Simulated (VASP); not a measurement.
Here is a VASP 6.6.1 calculation.

Contents of INCAR:

```
SYSTEM = CdInS2
PREC = Accurate
ENCUT = 520
EDIFF = 1E-6
ISMEAR = 0
SIGMA = 0.15
LREAL = .False.
LASPH = .True.
NELM = 80
ALGO = Normal
ISIF = 2
LWAVE = .False.
LCHARG = .True.
GGA = PE
LELF = .True.
LVHAR = .True.
NBANDS = 26
```

Contents of KPOINTS:

```
Automatic mesh
0
Gamma
  12 12 6
  0 0 0
```

Contents of POSCAR:

```
CdInS2
1.0
    3.6426205061      0.0000000000      0.0000000000
   -1.8213102530      3.1546018947      0.0000000000
    0.0000000000      0.0000000000      7.6913931987
Cd In S
1 1 2
Direct
    0.0000000000      0.0000000000      0.0000000000
    0.0000000000      0.0000000000      0.5000000000
    0.6666666667      0.3333333333      0.7945164209
    0.3333333333      0.6666666667      0.2054835791
```

Potentials or basis: VASP PAW PBE potentials, release 64 (Cd, In_d, S).

Launch:

```bash
$ cat potpaw_PBE.64/Cd/POTCAR potpaw_PBE.64/In_d/POTCAR potpaw_PBE.64/S/POTCAR > POTCAR
$ mpirun -np 1 vasp_std > vasp.out
```

Q: Predict the largest force.

A: 0.981 eV/Å.

Q: Predict the band gap on the k mesh.

A: Zero (an odd number of electrons rules out a gap without spin polarisation).

Stress tensor (GPa, compression positive):
```
 7.07  0.00  0.00
 0.00  7.07  0.00
 0.00  0.00 -5.73
```

Caveat: spin-orbit coupling is left out, which moves the levels of the heavy elements.
